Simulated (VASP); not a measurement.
Input of a VASP 6.6.1 run:

The input INCAR:

```
SYSTEM = Ga
PREC = Accurate
ENCUT = 520
EDIFF = 1E-6
ISMEAR = -1
SIGMA = 0.05
LREAL = .FALSE.
LASPH = .TRUE.
NELM = 60
ALGO = Fast
ISIF = 2
LWAVE = .FALSE.
LCHARG = .FALSE.
GGA = PS
NBANDS = 20
```

The input KPOINTS:

```
Automatic mesh
0
G
  10 10 8
  0 0 0
```

The input POSCAR:

```
Ga
1.0
    1.4088788356     -4.0175864270      0.0153817325
    1.4088788356      4.0175864270      0.0153817325
   -0.0826096934      0.0000000000      3.1642441150
Ga
2
Direct
    0.1351345280      0.8648654720      0.7500000000
    0.8648654720      0.1351345280      0.2500000000
```

Potentials or basis: VASP PAW PBE potentials, release 64 (Ga_d).

Command:

```bash
$ cat potpaw_PBE.64/Ga_d/POTCAR > POTCAR
$ mpirun -np 1 vasp_std > vasp.out
```

Predict the band gap on the k mesh.

zero (band 13 reaches 10.67 eV, above the bottom of band 14 at 1.46 eV).

Predict the pressure.

0.0 GPa.

Caveat: the PAW data sets were made with another functional, which shifts forces and pressure a little.
